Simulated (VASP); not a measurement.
Set up this calculation in VASP 6.6.1, as the native input.

```
Task                   : single point
Functional             : LDA
Potentials or basis    : VASP PAW LDA potentials, release 64 (Cs_sv, Ca_sv, Br)
Cutoff                 : 520 eV
k mesh                 : 4 × 4 × 4
Occupations            : gaussian, width 0.05 eV
Spin                   : no spin polarisation
Dipole correction      : no
Further INCAR settings : ALGO = Normal; EDIFF = 1e-06; NBANDS = 28
```

The structure of CsCaBr3 lies in POSCAR:

```
CsCaBr3
1.0
    5.7086657300      0.0000000000      0.0000000000
    0.0000000000      6.0083706808      0.0000000000
    0.0000000000      0.0000000000      5.7086657300
Cs Ca Br
1 1 3
Direct
    0.0000000000      0.0000000000      0.0000000000
    0.5000000000      0.5000000000      0.5000000000
    0.5000000000      0.0000000000      0.5000000000
    0.0000000000      0.5000000000      0.5000000000
    0.5000000000      0.5000000000      0.0000000000
```

This cell differs from its parent crystal: strain +0.0525 x Voigt [0, 1, 0, 0, 0, 0].

One way to write it, as run:

INCAR

```
SYSTEM = CsCaBr3
PREC = Accurate
ENCUT = 520
EDIFF = 1E-6
ISMEAR = 0
SIGMA = 0.05
LREAL = .False.
LASPH = .True.
NELM = 100
ALGO = Normal
ISIF = 2
LWAVE = .False.
LCHARG = .False.
NBANDS = 28
```

KPOINTS

```
regular mesh
0
Gamma
  4 4 4
  0 0 0
```

Potentials or basis: VASP PAW LDA potentials, release 64 (Cs_sv, Ca_sv, Br).

Launch:

```sh
$ cat potpaw_LDA.64/Cs_sv/POTCAR potpaw_LDA.64/Ca_sv/POTCAR potpaw_LDA.64/Br/POTCAR > POTCAR
$ mpirun -np 1 vasp_std > vasp.out
```

It gave:

```yaml
Pressure: -2.7 GPa
Band_gap_on_the_k_mesh: 3.89 eV, indirect (least direct gap 4.19 eV)
```

Caveat: the cell differs from its parent crystal (strain +0.0525 x Voigt [0, 1, 0, 0, 0, 0]); spin-orbit coupling is left out, which moves the levels of the heavy elements.

Run time: 110 s on 1 thread of Intel Xeon 6975P-C, with other jobs on the host, peak memory 0.29 GiB.
